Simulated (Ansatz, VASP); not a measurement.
One calculation of SnO, two programs

```
Sn O
1.0
     3.82015    0.00030    0.00000
    -0.00031    3.82015    0.00000
     0.00000    0.00000   22.22607
Sn O
4 4
Direct
  0.99995 0.99995 0.20246
  0.49995 0.49995 0.30878
  0.74995 0.87495 0.48875
  0.24995 0.37495 0.59507
  0.99995 0.49995 0.25562
  0.49995 0.99995 0.25562
  0.74995 0.37495 0.54191
  0.24995 0.87495 0.54191
```

Alike in both runs: task single point; functional PBE; dispersion D3(BJ); k mesh 7 × 7 × 1; occupations gaussian, width 0.05 eV; no spin polarisation.

|  | VASP | Ansatz |
| --- | --- | --- |
| version | VASP 6.6.1 | Ansatz 0.2.0 |
| potentials or method | VASP PAW PBE potentials, release 64 (Sn_d, O), cutoff 520 eV | scalar-relativistic, plane waves, PAW |
| valence electrons in the cell | 80 | 80 |

VASP gave:

| Property | Result |
| --- | --- |
| gap on the k mesh at the Fermi level (eV) | 2.51 |
| least direct gap on the mesh (eV) | 2.53 |
| rms of the force components (eV/Å) | 0.049 |

**Question.** Estimate Ansatz's values.

**Answer.** gap on the k mesh at the Fermi level (eV): 2.52; least direct gap on the mesh (eV): 2.58; rms of the force components (eV/Å): 0.020.
